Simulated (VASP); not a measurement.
Input of a VASP 6.6.1 run:

Contents of INCAR:

```
SYSTEM = Na
ALGO = Normal
EDIFF = 1E-6
ENCUT = 520
GGA = CA
ISIF = 2
ISMEAR = 0
LASPH = .True.
LCHARG = .False.
LREAL = .False.
LWAVE = .False.
NBANDS = 14
NELM = 80
PREC = Accurate
SIGMA = 0.15
```

Contents of KPOINTS:

```
k-points
0
Gamma
  15 15 8
  0 0 0
```

Contents of POSCAR:

```
Na
1.0
    3.6691389303      0.0000000000      0.0000000000
   -1.8345694652      3.1775675237      0.0000000000
    0.0000000000      0.0000000000      5.8981745703
Na
2
Direct
    0.3333333333      0.6666666667      0.2500000000
    0.6666666667      0.3333333333      0.7500000000
```

Potentials or basis: VASP PAW LDA potentials, release 64 (Na_pv).

Launch:

```sh
$ cat potpaw_LDA.64/Na_pv/POTCAR > POTCAR
$ mpirun -np 1 vasp_std > vasp.out
```

Question: What does it give for the band gap on the k mesh?

Answer: Zero (bands 7 and 8 overlap by 4.47 eV).

Question: Predict the pressure.

Answer: -0.2 GPa.

Stress tensor (GPa, compression positive):
```
-0.26  0.00  0.00
 0.00 -0.26  0.00
 0.00  0.00 -0.16
```
